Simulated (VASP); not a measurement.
# HfN (Fm-3m) in VASP: notebook

The runs below take HfN through single point, relaxation of cell and atoms, with PBE.

Everything below comes from runs of VASP 6.6.1. Logs are shortened: lines on timing, memory, paths and dates and some standing lists are left out, and cuts for length are marked.

### Step 1. The cell of the first run

It takes space group Fm-3m (No. 225, cubic). Conventional cell: a = 4.548 Å, b = 4.548 Å, c = 4.548 Å, α = 90.00°, β = 90.00°, γ = 90.00°. Hf (site symmetry m-3m) has 6 N at 2.27 Å within 3.0 Å. N (site symmetry m-3m) has 6 Hf at 2.27 Å within 3.0 Å.

### Step 2. Single point, PBE

INCAR reads:

```
ALGO = Normal
EDIFF = 1E-7
ENCUT = 520
GGA = PE
ISIF = 2
ISMEAR = 0
LASPH = T
LCHARG = T
LELF = T
LREAL = F
LVHAR = T
LWAVE = F
NBANDS = 14
NELM = 100
PREC = Accurate
SIGMA = 0.1
```

KPOINTS reads:

```
k-points
0
Gamma
  16 16 16
```

POSCAR reads:

```
HfN
1.0
    0.0000000000      2.2738954846      2.2738954846
    2.2738954846      0.0000000000      2.2738954846
    2.2738954846      2.2738954846      0.0000000000
Hf N
1 1
Direct
    0.0000000000      0.0000000000      0.0000000000
    0.5000000000      0.5000000000      0.5000000000
```

Potentials or basis: VASP PAW PBE potentials, release 64 (Hf_pv, N).

The run is started by

```
$ cat potpaw_PBE.64/Hf_pv/POTCAR potpaw_PBE.64/N/POTCAR > POTCAR
$ mpirun -np 1 vasp_std > vasp.out
```

OUTCAR:

```text
EDIFF = 1E-7
   ENCUT = 520
   GGA = PE
   ISIF = 2
   ISMEAR = 0
   LASPH = T
   LREAL = F
   NELM = 100
   PREC = Accurate

 ion  position               nearest neighbor table
   1  0.000  0.000  0.000-   2 2.27   2 2.27   2 2.27   2 2.27   2 2.27   2 2.27
   2  0.500  0.500  0.500-   1 2.27   1 2.27   1 2.27   1 2.27   1 2.27   1 2.27

  LATTYP: Found a face centered cubic cell.
 ALAT       =     4.5477909692

  Lattice vectors:

 A1 = (   0.0000000000,   2.2738954846,   2.2738954846)
 A2 = (   2.2738954846,   0.0000000000,   2.2738954846)
 A3 = (   2.2738954846,   2.2738954846,   0.0000000000)

Analysis of symmetry for initial positions (statically):
=====================================================================
 Subroutine PRICEL returns:
 Original cell was already a primitive cell.

 Routine SETGRP: Setting up the symmetry group for a
 face centered cubic supercell.

 Subroutine GETGRP returns: Found 48 space group operations
 (whereof 48 operations were pure point group operations)
 out of a pool of 48 trial point group operations.

The static configuration has the point symmetry O_h .

Analysis of symmetry for dynamics (positions and initial velocities):
=====================================================================
 Subroutine PRICEL returns:
 Original cell was already a primitive cell.

 Routine SETGRP: Setting up the symmetry group for a
 face centered cubic supercell.

 Subroutine GETGRP returns: Found 48 space group operations
 (whereof 48 operations were pure point group operations)
 out of a pool of 48 trial point group operations.

The dynamic configuration has the point symmetry O_h .

 Subroutine INISYM returns: Found 48 space group operations
 (whereof 48 operations are pure point group operations),
 and found     1 'primitive' translations

----------------------------------------------------------------------------------------

                                     Primitive cell

  volume of cell :      23.5148

  direct lattice vectors                    reciprocal lattice vectors
     0.000000000  2.273895485  2.273895485    -0.219886975  0.219886975  0.219886975
     2.273895485  0.000000000  2.273895485     0.219886975 -0.219886975  0.219886975
     2.273895485  2.273895485  0.000000000     0.219886975  0.219886975 -0.219886975

  length of vectors
     3.215773834  3.215773834  3.215773834     0.380855413  0.380855413  0.380855413

  position of ions in fractional coordinates (direct lattice)
     0.000000000  0.000000000  0.000000000
     0.500000000  0.500000000  0.500000000
[... 88 lines left out ...]
   NELECT =      15.0000    total number of electrons
   NUPDOWN=      -1.0000    fix difference up-down
   EMIN   =  10.00;   EMAX   =-10.00  energy-range for DOS
   EFERMI =   0.00;   METHOD = LEGACY
   ISMEAR =     0;   SIGMA  =   0.10  broadening in eV -4-tet -1-fermi 0-gaus
   EFERMI_NEDOS =   21; number of points for ismear=-14 and -15
   IALGO  =     38    algorithm
   IMIX   =      4    mixing-type and parameters
     AMIX     =   0.40;   BMIX     =  1.00
     AMIX_MAG =   1.60;   BMIX_MAG =  1.00
  volume/ion in A,a.u.               =      11.76        79.34
  Fermi-wavevector in a.u.,A,eV,Ry     =   1.409261  2.663117 27.021394  1.986016
  Thomas-Fermi vector in A             =   2.531335
   LORBIT       =      0    0 simple, 1 ext, 2 COOP (PROOUT), +10 PAW based schemes
   GGA     = PE    functional components
   LHFCALC =     F    Hartree Fock is set to
   AEXX    =    0.0000 exact exchange contribution
   IVDW    =     0    specifies the selected vdW correction
   LEPSILON=     F    determine dielectric tensor
   LRPA    =     F    only Hartree local field effects (RPA)
 non-spin polarized calculation
 Gauss-broadening in eV      SIGMA  =   0.10
  energy-cutoff  :      520.00
  volume of cell :       23.51
 maximum number of plane-waves:       648
   NGX = 11   NGY = 11   NGZ = 11

 number of electron      15.0000000 magnetization

 Free energy of the ion-electron system (eV)
  ---------------------------------------------------
  ext. energy  EPLUGINS =         0.00000000
  ---------------------------------------------------
  free energy    TOTEN  =       -21.75871174 eV

  energy without entropy =      -21.75575023  energy(sigma->0) =      -21.75723099

 E-fermi :   8.2101     XC(G=0): -12.6291

 val. band max:        8.2094090106   @ k =  -0.1250   0.0625   0.0000
 cond. band min:       8.2133694876   @ k =   0.3750   0.1250   0.0000
 fundamental gap:      0.0039604770
 Fermi energy:         8.2100916341

 k-point     1 :       0.0000    0.0000    0.0000
  band No.  band energies     occupation
      1     -23.0214      2.00000
      2     -23.0214      2.00000
      3     -23.0214      2.00000
      4      -9.1829      2.00000
      5       5.2059      2.00000
      6       5.2059      2.00000
      7       5.2059      2.00000
      8       7.8735      2.00000
      9       7.8735      2.00000
     10       7.8735      2.00000
     11       9.8201      0.00000
     12      10.1305      0.00000
     13      10.1305      0.00000
     14      17.7267      0.00000
[... 377 lines left out ...]
      1     -23.1100      2.00000
      2     -23.0438      2.00000
      3     -23.0233      2.00000
      4      -8.9577      2.00000
      5       4.1995      2.00000
      6       4.5627      2.00000
      7       4.8655      2.00000
      8       8.0314      1.98849
      9       8.0439      1.98124
     10       8.4680      0.00027
     11      10.1511      0.00000
     12      10.9284      0.00000
     13      11.1361      0.00000
     14      18.5026      0.00000

 [... further k-points ...]

------------------------ aborting loop because EDIFF is reached ----------------------------------------

  FORCE on cell =-STRESS in cart. coord.  units (eV):
  Direction    XX          YY          ZZ          XY          YZ          ZX
  --------------------------------------------------------------------------------------
  -------------------------------------------------------------------------------------
  Total       -0.3434601     -0.3434601     -0.3434601      0.0000000      0.0000000      0.0000000
  in kB      -23.4015941    -23.4015941    -23.4015941      0.0000000      0.0000000      0.0000000
  external PRESSURE =     -23.4015941 kB  Pullay stress =       0.0000000 kB

 VOLUME and BASIS-vectors are now :
 -----------------------------------------------------------------------------
  energy-cutoff  :      520.00
  volume of cell :       23.51
      direct lattice vectors                 reciprocal lattice vectors
     0.000000000  2.273895485  2.273895485    -0.219886975  0.219886975  0.219886975
     2.273895485  0.000000000  2.273895485     0.219886975 -0.219886975  0.219886975
     2.273895485  2.273895485  0.000000000     0.219886975  0.219886975 -0.219886975

 POSITION                                       TOTAL-FORCE (eV/Angst)
 -----------------------------------------------------------------------------------
      0.00000      0.00000      0.00000        -0.000000      0.000000     -0.000000
      2.27390      2.27390      2.27390         0.000000     -0.000000      0.000000
 -----------------------------------------------------------------------------------
    total drift:                                0.000000     -0.000000     -0.000000

  FREE ENERGIE OF THE ION-ELECTRON SYSTEM (eV)
  ---------------------------------------------------
  free  energy   TOTEN  =       -21.7587117432 eV

  energy  without entropy=      -21.7557502277  energy(sigma->0) =      -21.75723099
```

OSZICAR:

```text
N       E                     dE             d eps       ncg     rms          rms(c)
DAV:   1     0.394596183883E+02    0.39460E+02   -0.78795E+03  4076   0.101E+03
DAV:   2    -0.226893188040E+02   -0.62149E+02   -0.58303E+02  5332   0.238E+02
DAV:   3    -0.247571547115E+02   -0.20678E+01   -0.20601E+01  4648   0.359E+01
DAV:   4    -0.247650982491E+02   -0.79435E-02   -0.79421E-02  4894   0.258E+00
DAV:   5    -0.247651464308E+02   -0.48182E-04   -0.48181E-04  4610   0.177E-01    0.471E+01
DAV:   6    -0.218732589389E+02    0.28919E+01   -0.83347E+00  4432   0.220E+01    0.404E+01
DAV:   7    -0.217880484067E+02    0.85211E-01   -0.46056E-01  5110   0.604E+00    0.262E+01
DAV:   8    -0.217652060342E+02    0.22842E-01   -0.12229E-01  4666   0.300E+00    0.619E+00
DAV:   9    -0.217588197736E+02    0.63863E-02   -0.17585E-02  4576   0.107E+00    0.198E+00
DAV:  10    -0.217587465198E+02    0.73254E-04   -0.11017E-03  5374   0.319E-01    0.454E-01
DAV:  11    -0.217587139376E+02    0.32582E-04   -0.71802E-05  4990   0.839E-02    0.115E-01
DAV:  12    -0.217587119828E+02    0.19548E-05   -0.81329E-06  5474   0.241E-02    0.139E-02
DAV:  13    -0.217587118102E+02    0.17251E-06   -0.20754E-07  4130   0.466E-03    0.601E-03
DAV:  14    -0.217587117432E+02    0.67055E-07   -0.16836E-08  2990   0.118E-03
   1 F= -.21758712E+02 E0= -.21757231E+02  d E =-.296152E-02
```

Run time: 41 s. Hardware: 1 thread of Intel Xeon 8259CL, shared host; peak memory 0.18 GiB.

Results:

```yaml
Free_energy: -21.7587 eV
Pressure: -2.3 GPa
Band_gap_on_the_k_mesh: zero (an odd number of electrons rules out a gap without spin polarisation)
```

Caveat: spin-orbit coupling is left out, which moves the levels of the heavy elements.

### Step 3. Single point, PBE

INCAR reads:

```
  PREC = Accurate
  ENCUT = 520
  EDIFF = 1E-6
  ISMEAR = -1
  SIGMA = 0.15
  LREAL = False
  LASPH = True
  NELM = 60
  ALGO = Normal
  ISIF = 2
  LWAVE = False
  LCHARG = False
  GGA = PE
  NBANDS = 14
```

KPOINTS reads:

```
regular mesh
0
Gamma
  16 16 16
```

POSCAR reads:

```
HfN
1.0
    0.0000000000      2.2743602202      2.2743602202
    2.2743602202      0.0000000000      2.2743602202
    2.2743602202      2.2743602202      0.0000000000
Hf N
1 1
Direct
    0.0000000000      0.0000000000      0.0000000000
    0.5000000000      0.5000000000      0.5000000000
```

Potentials or basis: VASP PAW PBE potentials, release 64 (Hf_pv, N).

The run is started by

```
$ cat potpaw_PBE.64/Hf_pv/POTCAR potpaw_PBE.64/N/POTCAR > POTCAR
$ mpirun -np 1 vasp_std > vasp.out
```

Wall time 38 s (1 thread of Intel Xeon 8259CL, shared host); peak memory 0.18 GiB.

Results (log left out):

- Free energy: -21.7790 eV
- Pressure: -2.3 GPa
- Band gap on the k mesh: zero (an odd number of electrons rules out a gap without spin polarisation)

Levels at points of the mesh, in eV from the Fermi level:
```csv
k point,band 5,band 6,band 7,band 8,band 9,band 10,band 11,band 12
"(0.00, 0.00, 0.00)",-3.01,-3.01,-3.01,-0.34,-0.34,-0.34,1.60,1.92
"(0.50, 0.00, 0.00)",-8.77,-6.08,-6.08,3.18,3.60,3.60,4.32,8.59
"(0.50, 0.50, 0.00)",-5.42,-3.72,-3.69,-3.69,3.99,5.35,5.37,5.37
```

Caveat: spin-orbit coupling is left out, which moves the levels of the heavy elements.

(Continued in part 2 of 2.)
